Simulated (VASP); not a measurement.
# MgS (Niningerite) (Fm-3m) in VASP: settings compared, part 2 of 2

VASP 6.6.1. The steps go on from the part before.

### 4 Relaxation of cell and atoms, PBEsol-based global hybrid

This run uses another cell than the first one, of 17.61 Å³/atom, 0.976 times its volume.

The input, POSCAR:

```
MgS
1.0
    0.0000000000      2.6016500000      2.6016500000
    2.6016500000      0.0000000000      2.6016500000
    2.6016500000      2.6016500000      0.0000000000
S Mg
1 1
Direct
    0.5000000000      0.5000000000      0.5000000000
    0.0000000000      0.0000000000      0.0000000000
```

The input, INCAR.step1:

```
SYSTEM = MgS
PREC     = Accurate       ! precision mode
ENCUT    = 600            ! plane-wave cutoff, eV
EDIFF    = 1E-5           ! SCF threshold, eV
ISMEAR   = -1             ! smearing method
SIGMA    = 0.05           ! smearing width, eV
LREAL    = .False.        ! projectors in reciprocal space
LASPH    = .True.         ! aspherical terms in the spheres
NELM     = 100            ! most SCF steps
ALGO     = Normal         ! electronic algorithm
LWAVE    = .True.         ! write WAVECAR
LCHARG   = .False.        ! write CHGCAR
GGA      = PE             ! functional
NBANDS   = 11             ! bands
```

The input, INCAR.step2:

```
SYSTEM = MgS
PREC     = Accurate       ! precision mode
ENCUT    = 600            ! plane-wave cutoff, eV
EDIFF    = 1E-7           ! SCF threshold, eV
ISMEAR   = -1             ! smearing method
SIGMA    = 0.05           ! smearing width, eV
LREAL    = .False.        ! projectors in reciprocal space
LASPH    = .True.         ! aspherical terms in the spheres
NELM     = 100            ! most SCF steps
ALGO     = Normal         ! electronic algorithm
ISIF     = 3              ! what is computed and relaxed
LWAVE    = .False.        ! write WAVECAR
LCHARG   = .False.        ! write CHGCAR
GGA      = PS             ! functional
LHFCALC  = .True.         ! exact exchange
AEXX     = 0.25           ! exact-exchange fraction
PRECFOCK = Normal       
IBRION   = 2              ! ionic algorithm
NSW      = 60             ! ionic steps
EDIFFG   = -0.01          ! ionic threshold
ISTART   = 1
```

The input, KPOINTS:

```
Automatic mesh
0
Gamma
  5 5 5
  0 0 0
```

Potentials or basis: VASP PAW PBE potentials, release 64 (S, Mg).

On the command line:

```console
$ cat potpaw_PBE.64/S/POTCAR potpaw_PBE.64/Mg/POTCAR > POTCAR
$ cp INCAR.step1 INCAR
$ mpirun -np 1 vasp_std > vasp.out
$ cp INCAR.step2 INCAR
$ mpirun -np 1 vasp_std > vasp.out
```

OUTCAR:

```text
SYSTEM = MgS
   PREC = Accurate
   ENCUT = 600
   EDIFF = 1E-7
   ISMEAR = -1
   LREAL = .False.
   LASPH = .True.
   NELM = 100
   ISIF = 3
   GGA = PS
   LHFCALC = .True.
   AEXX = 0.25
   PRECFOCK = Normal
   IBRION = 2
   NSW = 60
   EDIFFG = -0.01
   ISTART = 1

 ion  position               nearest neighbor table
   1  0.500  0.500  0.500-   2 2.60   2 2.60   2 2.60   2 2.60   2 2.60   2 2.60
   2  0.000  0.000  0.000-   1 2.60   1 2.60   1 2.60   1 2.60   1 2.60   1 2.60

  LATTYP: Found a face centered cubic cell.
 ALAT       =     5.2033000000

  Lattice vectors:

 A1 = (   0.0000000000,   2.6016500000,   2.6016500000)
 A2 = (   2.6016500000,   0.0000000000,   2.6016500000)
 A3 = (   2.6016500000,   2.6016500000,   0.0000000000)

Analysis of symmetry for initial positions (statically):
[... 33 lines left out ...]
                                     Primitive cell

  volume of cell :      35.2190

  direct lattice vectors                    reciprocal lattice vectors
     0.000000000  2.601650000  2.601650000    -0.192185728  0.192185728  0.192185728
     2.601650000  0.000000000  2.601650000     0.192185728 -0.192185728  0.192185728
     2.601650000  2.601650000  0.000000000     0.192185728  0.192185728 -0.192185728

  length of vectors
     3.679288715  3.679288715  3.679288715     0.332875446  0.332875446  0.332875446

  position of ions in fractional coordinates (direct lattice)
[... 8 lines left out ...]
----------------------------------------------------------------------------------------

 KPOINTS: Automatic mesh

Automatic generation of k-mesh.
 Grid dimensions read from file:
 generate k-points for:    5    5    5

 Generating k-lattice:

  Cartesian coordinates                     Fractional coordinates (reciprocal lattice)
    -0.038437146  0.038437146  0.038437146     0.200000000  0.000000000  0.000000000
     0.038437146 -0.038437146  0.038437146     0.000000000  0.200000000  0.000000000
[... 59 lines left out ...]
   EFERMI_NEDOS =   21; number of points for ismear=-14 and -15
   IALGO  =     38    algorithm
   IMIX   =      1    mixing-type and parameters
     AMIX     =   0.40;   BMIX     =  1.00
     AMIX_MAG =   1.60;   BMIX_MAG =  1.00
  volume/ion in A,a.u.               =      17.61       118.83
  Fermi-wavevector in a.u.,A,eV,Ry     =   0.998878  1.887606 13.575323  0.997758
  Thomas-Fermi vector in A             =   2.131131
   LORBIT       =      0    0 simple, 1 ext, 2 COOP (PROOUT), +10 PAW based schemes
   GGA     = PS    functional components
   LHFCALC =     T    Hartree Fock is set to
   PRECFOCK=normal    Normal, Fast or Accurate (Low or Medium for compatibility)
   ENCUT4O =  -1.0   cutoff for four orbital integrals eV
   NKREDX  =     1    reduce k-point grid by
   NKREDY  =     1    reduce k-point grid by
   NKREDZ  =     1    reduce k-point grid by
   AEXX    =    0.2500 exact exchange contribution
   HFSCREEN=    0.0000 screening length (either q_TF or 0.3 A-1)
   HFSCREENC=   0.0000 screening length for correlation (either q_TF or 0.3 A-1)
   ENCUTFOCK=  -1.0 apply spherical cutoff to Coloumb kernel
   IVDW    =     0    specifies the selected vdW correction
   LEPSILON=     F    determine dielectric tensor
   LRPA    =     F    only Hartree local field effects (RPA)
 conjugate gradient relaxation of ions
 non-spin polarized calculation
  energy-cutoff  :      600.00
  volume of cell :       35.22
 maximum number of plane-waves:      1211
 NGX is ok and might be reduce to    30
  NGX = 24; NGY = 24; NGZ = 24

--------------------------------------- Ionic step        1  -------------------------------------------

 number of electron       7.9999999 magnetization

 Free energy of the ion-electron system (eV)
  ---------------------------------------------------
  ext. energy  EPLUGINS =         0.00000000
  ---------------------------------------------------
  free energy    TOTEN  =       -10.85579277 eV

  energy without entropy =      -10.85579277  energy(sigma->0) =      -10.85579277

------------------------ aborting loop because EDIFF is reached ----------------------------------------

  FORCE on cell =-STRESS in cart. coord.  units (eV):
  Direction    XX          YY          ZZ          XY          YZ          ZX
  --------------------------------------------------------------------------------------
  -------------------------------------------------------------------------------------
  Total       -0.4530110     -0.4530110     -0.4530110     -0.0000000      0.0000000     -0.0000000
  in kB      -20.6083275    -20.6083275    -20.6083275     -0.0000000      0.0000000     -0.0000000
  external PRESSURE =     -20.6083275 kB  Pullay stress =       0.0000000 kB
[... 59 lines left out ...]
--------------------------------------- Ionic step        3  -------------------------------------------

 number of electron       8.0000000 magnetization

 Free energy of the ion-electron system (eV)
  ---------------------------------------------------
  ext. energy  EPLUGINS =         0.00000000
  ---------------------------------------------------
  free energy    TOTEN  =       -10.86167812 eV

  energy without entropy =      -10.86167812  energy(sigma->0) =      -10.86167812

 E-fermi :   3.9322     XC(G=0):  -7.8420

 val. band max:        2.8711404220   @ k =   0.0000   0.0000   0.0000
 cond. band min:       7.8164078490   @ k =   0.4000   0.4000   0.0000
 fundamental gap:      4.9452674270
 Fermi energy:         3.9322243725

 k-point     1 :       0.0000    0.0000    0.0000
  band No.  band energies     occupation
      1     -11.3124      2.00000
      2       2.8711      2.00000
      3       2.8711      2.00000
      4       2.8711      2.00000
      5       8.5349      0.00000
      6      12.6574      0.00000
      7      12.6574      0.00000
      8      12.6574      0.00000
[... 126 lines left out ...]
  FREE ENERGIE OF THE ION-ELECTRON SYSTEM (eV)
  ---------------------------------------------------
  free  energy   TOTEN  =       -10.8616781197 eV

  energy  without entropy=      -10.8616781197  energy(sigma->0) =      -10.86167812

 reached required accuracy - stopping structural energy minimisation
```

OUTCAR.step1:

```text
SYSTEM = MgS
   PREC = Accurate
   ENCUT = 600
   EDIFF = 1E-5
   ISMEAR = -1
   LREAL = .False.
[... 344 lines left out ...]
      2.60165      2.60165      2.60165         0.000000     -0.000000      0.000000
      0.00000      0.00000      0.00000        -0.000000      0.000000     -0.000000
 -----------------------------------------------------------------------------------
    total drift:                               -0.000000     -0.000000      0.000000

  FREE ENERGIE OF THE ION-ELECTRON SYSTEM (eV)
  ---------------------------------------------------
  free  energy   TOTEN  =        -8.4912270433 eV

  energy  without entropy=       -8.4912270432  energy(sigma->0) =       -8.49122704
```

It took 12 min on 1 thread of AMD EPYC 7R13 (Zen 3), shared host; peak memory 0.16 GiB.

What came out:

| Quantity | Value |
| --- | --- |
| Free energy | -10.8617 eV |
| Relaxed volume | 17.16 Å³/atom |
| Relaxed cell | a = 3.648 Å, b = 3.648 Å, c = 3.648 Å, α = 60.00°, β = 60.00°, γ = 60.00° |
| Space group after relaxing (to 0.05 Å) | Fm-3m (No. 225) |
| Energy gained by relaxing | 2.9 meV/atom |
| Ionic steps | 3 |
| Pressure after relaxing | 0.0 GPa |
| Band gap on the k mesh | 4.95 eV, indirect (least direct gap 5.66 eV) |

The path:
```csv
step,energy change (eV),largest force (eV/Å),pressure (GPa),volume (Å³)
1,0.0000,0.0000,-2.06,35.22
2,-0.0054,0.0000,0.61,34.08
3,-0.0059,0.0000,0.00,34.32
```

Final structure:
```
CELL_PARAMETERS angstrom
0.00000 2.57938 2.57938
2.57938 0.00000 2.57938
2.57938 2.57938 0.00000
ATOMIC_POSITIONS crystal
S 0.50000 0.50000 0.50000
Mg 0.00000 0.00000 0.00000
```

Caveat: the PAW data sets were made with another functional, which shifts forces and pressure a little.

### 5 Summary

| task | level | cell | cutoff (eV) | share of exact exchange | gap on the mesh (eV) | pressure (GPa) |
| --- | --- | --- | --- | --- | --- | --- |
| single point | B3LYP | a = 3.709 Å, angles 60.0°, 2 atoms | 520 | - | 4.58 | -0.2 |
| single point | HF | a = 3.737 Å, angles 60.0°, 2 atoms | 520 | - | 10.52 | -0.5 |
| relaxation of cell and atoms | PBEsol-based global hybrid | relaxed from a = 3.679 Å, angles 60.0°, 2 atoms | 600 | 0.25 | 4.95 | 0.0 |

Alike in all rows: potentials or basis VASP PAW PBE potentials, release 64 (S, Mg); no spin polarisation; k mesh 5 × 5 × 5; smearing fermi-dirac 0.05 eV.

Caveats: the PAW data sets were made with another functional, which shifts forces and pressure a little.

Absolute energies hang on the potentials; compare differences alone.
